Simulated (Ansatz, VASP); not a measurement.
One calculation of Hf2SnTe2, two programs

```xyz
5
Lattice="-2.5749 2.5749 5.2571 2.5749 -2.5749 5.2571 2.5749 2.5749 -5.2571" Properties=species:S:1:pos:R:3 pbc="T T T"
Hf    0.0000    2.5749    2.6285
Hf    2.5749    0.0000    2.6285
Sn    0.0000    0.0000    0.0000
Te    0.0000    0.0000    3.7331
Te    0.0000    0.0000    6.7810
```

Change from the starting cell: species swapped into the PrNi2P2 type (I4/mmm, No. 139).

Alike in both runs: functional PBE; k mesh 10 × 10 × 10; occupations gaussian, width 0.1 eV; no spin polarisation.

Ansatz relaxed the structure, and its values are those at the end. VASP's run is a single point on that final structure, the one shown.

```csv
,VASP,Ansatz
version,VASP 6.6.1,Ansatz 0.2.0
potentials or method,"VASP PAW PBE potentials, release 64 (Hf_pv, Sn_d, Te), cutoff 520 eV","scalar-relativistic, plane waves, PAW"
valence electrons in the cell,46,98
```

|  | VASP | Ansatz | Ansatz less VASP |
| --- | --- | --- | --- |
| gap on the k mesh at the Fermi level (eV) | none | none | - |
| pressure (GPa) | -0.2 | 0.0 | +0.21 |
| rms of the force components (eV/Å) | 0.007 | 0.000 | -0.0069 |

A gap of «none» marks a metal or a gap that the smearing closes. VASP's potentials hold 46 valence electrons a cell and Ansatz's 98, so a difference there can come from the potentials and not from the codes.

Neither program's run includes spin-orbit coupling.
